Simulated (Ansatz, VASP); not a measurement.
Two plane-wave programs on Si

```
Si
1.0
     3.80230    0.00000    0.00000
     0.00000    3.80230    0.00000
     0.00000    0.00000    3.39906
Si
3
Direct
  0.00000 0.50000 0.00000
  0.50000 0.00000 0.00000
  0.00000 0.00000 0.50000
```

Alike in both runs: task relaxation of cell and atoms; functional PBE; k mesh 12 × 12 × 14; occupations gaussian, width 0.1 eV; no spin polarisation.

|  | VASP | Ansatz |
| --- | --- | --- |
| version | VASP 6.6.1 | Ansatz 0.2.0 |
| potentials or method | VASP PAW PBE potentials, release 64 (Si), cutoff 600 eV | scalar-relativistic, plane waves, PAW |
| valence electrons in the cell | 12 | 12 |

Ansatz gave:

| Item | Value |
| --- | --- |
| gap on the k mesh at the Fermi level, each at its own relaxed structure (eV) | none |
| relaxed volume (Å³/atom) | 16.44 |
| relaxed length of the cell vector where the two differ most in proportion (Å) | 3.513 |

Q: Estimate VASP's values.

A: gap on the k mesh at the Fermi level, each at its own relaxed structure (eV): none; relaxed volume (Å³/atom): 16.43; relaxed length of the cell vector where the two differ most in proportion (Å): 3.509.

A gap of «none» marks a metal or a gap that the smearing closes.
